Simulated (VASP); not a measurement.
Runs of VASP 6.6.1 on Y. The structure is that of space group Fm-3m (No. 225), or close to it. The cells are those of the table. This isn't the form of Y at room conditions, which is hcp.

```csv
task,cell,cutoff (eV),gap on the mesh (eV),pressure (GPa),relaxed volume (Å³/atom)
relaxation of cell and atoms,"relaxed from a = 3.598 Å, angles 60.0°, 1 atom",600,none,0.0,32.37
relaxation of cell and atoms,"relaxed from a = 3.581 Å, angles 60.0°, 1 atom",600,none,0.0,32.35
single point,"a = 3.581 Å, angles 60.0°, 1 atom",520,none,(a),-
single point,"a = 3.577 Å, angles 60.0°, 1 atom",520,none,0.0,-
```

Alike in all rows: level PBE; potentials or basis VASP PAW PBE potentials, release 64 (Y_sv); no spin polarisation; k mesh 14 × 14 × 14; smearing fermi-dirac 0.05 eV.

Question: Fill in the values left out.

Answer: (a) -0.1.

A k mesh can miss the band edges, and the runs leave out spin-orbit coupling on Y.

A gap of «none» marks levels without a gap at the run's occupations.
